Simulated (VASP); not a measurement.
Here is a VASP 6.6.1 calculation.

File INCAR:

```
SYSTEM = CaO
PREC = Accurate
ENCUT = 520
EDIFF = 1E-7
ISMEAR = 0
SIGMA = 0.02
LREAL = .False.
LASPH = .True.
NELM = 100
ALGO = Normal
ISIF = 2
LWAVE = .False.
LCHARG = .False.
GGA = PE
NBANDS = 42
```

KPOINTS

```
regular mesh
0
Gamma
  8 8 8
  0 0 0
```

POSCAR

```
CaO
1.0
   -4.0594237556      4.0594237556      2.4173147063
    4.0594237556     -4.0594237556      2.4173147063
    4.0594237556      4.0594237556     -2.4173147063
Ca O
4 4
Direct
    0.8530006057      0.3530006057      0.2060012115
    0.1469993943      0.6469993943      0.7939987885
    0.3530006057      0.1469993943      0.5000000000
    0.6469993943      0.8530006057      0.5000000000
    0.8539570402      0.6460429598      0.5000000000
    0.1460429598      0.3539570402      0.5000000000
    0.3539570402      0.8539570402      0.2079140804
    0.6460429598      0.1460429598      0.7920859196
```

Potentials or basis: VASP PAW PBE potentials, release 64 (Ca_sv, O).

Launch:

```sh
$ cat potpaw_PBE.64/Ca_sv/POTCAR potpaw_PBE.64/O/POTCAR > POTCAR
$ mpirun -np 1 vasp_std > vasp.out
```

(1) Predict the band gap on the k mesh.

(2) Predict the pressure.

Results:

(1) 2.32 eV.

(2) -3.4 GPa.

Caveat: the cell stands under tension.
